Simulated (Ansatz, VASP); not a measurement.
Two plane-wave programs on SnTe

```xyz
2
Lattice="0.0000 3.1565 3.2196 3.1565 0.0000 3.2196 3.1565 3.1565 0.0000" Properties=species:S:1:pos:R:3 pbc="T T T"
Sn    0.0000    0.0000    0.0000
Te    3.1565    3.1565    3.2196
```

Change from the starting cell: zz strain of +2 %, PAW files.

Alike in both runs: task electric field gradients; functional LDA; k mesh 11 × 11 × 11; occupations fermi-dirac, width 0.08 eV; no spin polarisation.

|  | VASP | Ansatz |
| --- | --- | --- |
| version | VASP 6.6.1 | Ansatz 0.2.0 |
| potentials or method | VASP PAW LDA potentials, release 64 (Sn_d, Te) | PAW with Ansatz's default frozen-core files, scalar-relativistic |
| plane-wave cutoff (eV) | 520 | 420 |
| valence electrons in the cell | 20 | 30 |

```csv
,VASP,Ansatz,Ansatz less VASP
pressure (GPa),-2.4,-2.5,-0.05
"traceless stress, the component that is largest in VASP (GPa)",-1.44,-1.42,+0.013
size of Vzz on the site where it differs most (V/Å²),6.8,5.8,-0.96
```

LDA's correlation is that of Perdew and Zunger in VASP and of Perdew and Wang (1992) in Ansatz. VASP's potentials hold 20 valence electrons a cell and Ansatz's 30, so a difference there can come from the potentials and not from the codes.

Neither program's run includes spin-orbit coupling.
